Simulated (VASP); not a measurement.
Set up this calculation in VASP 6.6.1, as the native input.

* Task: relaxation of cell and atoms
* Functional: PBE
* Potentials or basis: VASP PAW PBE potentials, release 64 (K_sv, Mg, F)
* Cutoff: 600 eV
* k mesh: 5 × 5 × 5
* Occupations: gaussian, width 0.01 eV
* Spin: no spin polarisation
* Target pressure: 40 GPa
* Dipole correction: no
* Further INCAR settings: ALGO = Normal; EDIFF = 1e-06; IBRION = 2; EDIFFG = -0.05; NSW = 80; ISIF = 3

The structure of KMgF3 lies in POSCAR:

```
KMgF3
1.0
    3.9859000000      0.0000000000      0.0000000000
    0.0000000000      3.9859000000      0.0000000000
    0.0000000000      0.0000000000      3.9859000000
K Mg F
1 1 3
Direct
    0.5000000000      0.5000000000      0.5000000000
    0.0000000000      0.0000000000      0.0000000000
    0.5000000000      0.0000000000      0.0000000000
    0.0000000000      0.5000000000      0.0000000000
    0.0000000000      0.0000000000      0.5000000000
```

One way to write it, as run:

INCAR

```
PREC = Accurate
ENCUT = 600
EDIFF = 1E-6
ISMEAR = 0
SIGMA = 0.01
LREAL = F
LASPH = T
NELM = 80
ALGO = Normal
ISIF = 3
LWAVE = F
LCHARG = F
GGA = PE
IBRION = 2
NSW = 80
EDIFFG = -0.05
PSTRESS = 400.0
```

KPOINTS

```
regular mesh
0
Gamma
  5 5 5
```

Potentials or basis: VASP PAW PBE potentials, release 64 (K_sv, Mg, F).

The run is started by

```sh
$ cat potpaw_PBE.64/K_sv/POTCAR potpaw_PBE.64/Mg/POTCAR potpaw_PBE.64/F/POTCAR > POTCAR
$ mpirun -np 1 vasp_std > vasp.out
```

It gave:

The relaxed volume is 9.82 Å³/atom and the relaxed cell is a = 3.662 Å, b = 3.662 Å, c = 3.662 Å, α = 90.00°, β = 90.00°, γ = 90.00°. The space group after relaxing (to 0.05 Å) is Pm-3m (No. 221) and the energy change on relaxing (the enthalpy is what falls) is +313.2 meV/atom. The ionic steps are 4. The pressure after relaxing is 39.7 GPa. The band gap on the k mesh is 9.65 eV, indirect (least direct gap 9.84 eV).

Caveat: the cell is relaxed towards a set pressure, so the enthalpy falls and the energy may rise; the volume moved by over 15 % at a fixed basis, so the end points are rough.

Wall time 24 s on 1 thread of Intel(R) Xeon(R) 6975P-C (Granite Rapids), with other jobs on the host, peak memory 0.19 GiB.
